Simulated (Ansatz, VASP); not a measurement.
## SrIr: VASP beside Ansatz

```xyz
2
Lattice="1.5821 0.9134 5.1939 -1.5821 0.9134 5.1939 0.0000 -1.8269 5.1939" Properties=species:S:1:pos:R:3 pbc="T T T"
Sr    0.0000    0.0000    7.7909
Ir    0.0000    0.0000    0.0000
```

Change from the starting cell: species swapped into the IrRu type (R-3m, No. 166).

Alike in both runs: task single point; functional PBE; k mesh 6 × 6 × 6; occupations gaussian, width 0.1 eV; no spin polarisation.

|  | VASP | Ansatz |
| --- | --- | --- |
| version | VASP 6.6.1 | Ansatz 0.2.0 |
| potentials or method | VASP PAW PBE potentials, release 64 (Sr_sv, Ir), cutoff 520 eV | scalar-relativistic, plane waves, PAW |
| valence electrons in the cell | 19 | 27 |

VASP gave:

* gap on the k mesh at the Fermi level (eV): none
* pressure (GPa): -3.1
* traceless stress, the component that is largest in VASP (GPa): -11.71

Question: Which values does Ansatz return?

Answer: gap on the k mesh at the Fermi level (eV): none; pressure (GPa): -3.4; traceless stress, the component that is largest in VASP (GPa): -11.67.

A gap of «none» marks a metal or a gap that the smearing closes. VASP's potentials hold 19 valence electrons a cell and Ansatz's 27, so a difference there can come from the potentials and not from the codes.

The k mesh is coarse, so the values compare programs but aren't converged. Neither program's run includes spin-orbit coupling.
